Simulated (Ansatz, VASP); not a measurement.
BN in VASP and in Ansatz

File INCAR:

```
SYSTEM = BN
ALGO = Normal
EDIFF = 1E-7
ENCUT = 520
GGA = PE
ISIF = 2
ISMEAR = 0
LASPH = .TRUE.
LCHARG = .FALSE.
LREAL = .FALSE.
LWAVE = .FALSE.
NBANDS = 16
NELM = 100
PREC = Accurate
SIGMA = 0.05
```

The input KPOINTS:

```
k-points
0
G
  12 12 6
  0 0 0
```

Contents of POSCAR:

```
BN
1.0
    2.5156305077      0.0000000000      0.0000000000
   -1.2578152539      2.1785999262      0.0000000000
    0.0000000000      0.0000000000      4.2268550000
B N
2 2
Direct
    0.6666666667      0.3333333333      0.9997240000
    0.3333333333      0.6666666667      0.4997240000
    0.6666666667      0.3333333333      0.6252760000
    0.3333333333      0.6666666667      0.1252760000
```

Input for Ansatz:

```yaml
crystal:
  lattice:
    - [2.5156305077, 0.0, 0.0]
    - [-1.2578152539, 2.1785999262, 0.0]
    - [0.0, 0.0, 4.226855]
  atoms:
    - { symbol: B, position: [0.6666666667, 0.3333333333, 0.999724] }
    - { symbol: B, position: [0.3333333333, 0.6666666667, 0.499724] }
    - { symbol: "N", position: [0.6666666667, 0.3333333333, 0.625276] }
    - { symbol: "N", position: [0.3333333333, 0.6666666667, 0.125276] }
basis:
  ecutwfc: 520.0
kpoints:
  mp_grid: { grid: [12, 12, 6] }
hamiltonian:
  xc: pbe
scf:
  occupations: { method: gaussian, width: 0.05 }
output:
  forces: true
  stress: true
  eigenvalues: true
```

Change from the starting cell: strain -0.0150 x Voigt [1, 1, 0, 0, 0, 0], atoms carried along.

Alike in both runs: task single point; functional PBE; k mesh 12 × 12 × 6; occupations gaussian, width 0.05 eV; no spin polarisation.

|  | VASP | Ansatz |
| --- | --- | --- |
| version | VASP 6.6.1 | Ansatz 0.2.0 |
| potentials or method | VASP PAW PBE potentials, release 64 (B, N), cutoff 520 eV | scalar-relativistic, plane waves, PAW |
| valence electrons in the cell | 16 | 16 |

VASP gave:

```
gap on the k mesh at the Fermi level (eV)                     : 5.09
least direct gap on the mesh (eV)                             : 8.20
pressure (GPa)                                                : 12.2
traceless stress, the component that is largest in VASP (GPa) : -10.72
rms of the force components (eV/Å)                            : 0.019
```

Problem. What did Ansatz give for the same quantities?

Solution. gap on the k mesh at the Fermi level (eV): 5.11; least direct gap on the mesh (eV): 8.21; pressure (GPa): 11.9; traceless stress, the component that is largest in VASP (GPa): -10.64; rms of the force components (eV/Å): 0.016.

Atom by atom the forces differ by 0.003 eV/Å (rms over components). With one functional, cell and mesh, what is left measures potentials, basis and numerics.
